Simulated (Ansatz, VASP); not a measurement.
**One calculation of MoW3, two programs**

Contents of INCAR:

```
SYSTEM = MoW3
ALGO = Normal
EDIFF = 1E-7
EDIFFG = -0.08
ENCUT = 500
GGA = PE
GGA_COMPAT = .False.
IBRION = 2
ISIF = 3
ISMEAR = 0
LASPH = .True.
LCHARG = .False.
LREAL = .False.
LWAVE = .False.
NELM = 120
NELMIN = 4
NSW = 36
PREC = Accurate
SIGMA = 0.2
```

KPOINTS

```
k-points
0
Gamma
  5 5 5
  0 0 0
```

Contents of POSCAR:

```
MoW3
1.0
    0.0000000000      3.2100000000      3.2100000000
    3.2100000000      0.0000000000      3.2100000000
    3.2100000000      3.2100000000      0.0000000000
Mo W
1 3
Direct
    0.0000000000      0.0000000000      0.0000000000
    0.5000000000      0.5000000000      0.5000000000
    0.2500000000      0.2500000000      0.2500000000
    0.7500000000      0.7500000000      0.7500000000
```

Input for Ansatz:

```yaml
crystal:
  lattice:
    - [0.0, 3.21, 3.21]
    - [3.21, 0.0, 3.21]
    - [3.21, 3.21, 0.0]
  atoms:
    - { symbol: Mo, position: [0.0, 0.0, 0.0] }
    - { symbol: W, position: [0.5, 0.5, 0.5] }
    - { symbol: W, position: [0.25, 0.25, 0.25] }
    - { symbol: W, position: [0.75, 0.75, 0.75] }
basis:
  ecutwfc: 420
kpoints:
  mp_grid: { grid: [5, 5, 5] }
hamiltonian:
  xc: pbe
scf:
  occupations: { method: gaussian, width: 0.2 }
  lower_state_search: "off"
output:
  forces: true
  stress: true
  eigenvalues: true
relax:
  adjacent_minimum: "off"
  f_tol: 0.08
  max_steps: 16
  cell: { stress_tol: 0.8 }
```

Alike in both runs: task relaxation of cell and atoms; functional PBE; k mesh 5 × 5 × 5; occupations gaussian, width 0.2 eV; no spin polarisation.

|  | VASP | Ansatz |
| --- | --- | --- |
| version | VASP 6.6.1 | Ansatz 0.2.0 |
| potentials or method | VASP PAW PBE potentials, release 64 (Mo_sv, W_sv), cutoff 500 eV | scalar-relativistic, plane waves, PAW |
| valence electrons in the cell | 56 | 56 |

```csv
,VASP,Ansatz,Ansatz less VASP
"gap on the k mesh at the Fermi level, each at its own relaxed structure (eV)",none,none,-
relaxed volume (Å³/atom),16.09,16.04,-0.051
relaxed length of the cell vector where the two differ most in proportion (Å),4.498,4.493,-0.0047
```

A gap of «none» marks a metal or a gap that the smearing closes.

Neither program's run includes spin-orbit coupling.
